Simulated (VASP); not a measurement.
The system is Y.

```
CELL_PARAMETERS angstrom
3.47829 0.00000 0.00000
-1.73915 3.01229 0.00000
0.00000 0.00000 3.26960
ATOMIC_POSITIONS crystal
Y 0.00000 0.00000 0.00000
```

This isn't the form of Y at room conditions, which is hcp.

```yaml
Program: VASP 6.6.1
Task: relaxation of cell and atoms
Functional: PBE
Potentials_or_basis: VASP PAW PBE potentials, release 64 (Y_sv)
Cutoff: 600 eV
k_mesh: 14 × 14 × 13
Occupations: fermi-dirac, width 0.05 eV
Spin: no spin polarisation
```

At the start: pressure -0.7 GPa; volume 34.26 Å³/atom.

Q: Where does the relaxation end?

A: Over 8 steps the energy falls by 6.2 meV/atom and the volume is 33.61 Å³/atom (-1.9 %); space group P6/mmm (No. 191, to 0.1 Å) before and after.

The path:
```tsv
step	energy change (eV)	largest force (eV/Å)	pressure (GPa)	volume (Å³)
1	0.0000	0.0000	-0.73	34.26
2	-0.0055	0.0000	0.07	33.48
3	-0.0057	0.0000	0.19	33.34
4	-0.0057	0.0000	0.25	33.29
5	-0.0057	0.0000	0.24	33.31
6	-0.0061	0.0000	0.08	33.51
7	-0.0062	0.0000	-0.04	33.64
8	-0.0062	0.0000	-0.01	33.61
```

Final structure:
```yaml
crystal:
  lattice:
    - [3.41839, 0.00000, 0.00000]
    - [-1.70919, 2.96041, 0.00000]
    - [0.00000, 0.00000, 3.32106]
  atoms:
    - { symbol: Y, position: [0.00000, 0.00000, 0.00000] }
```
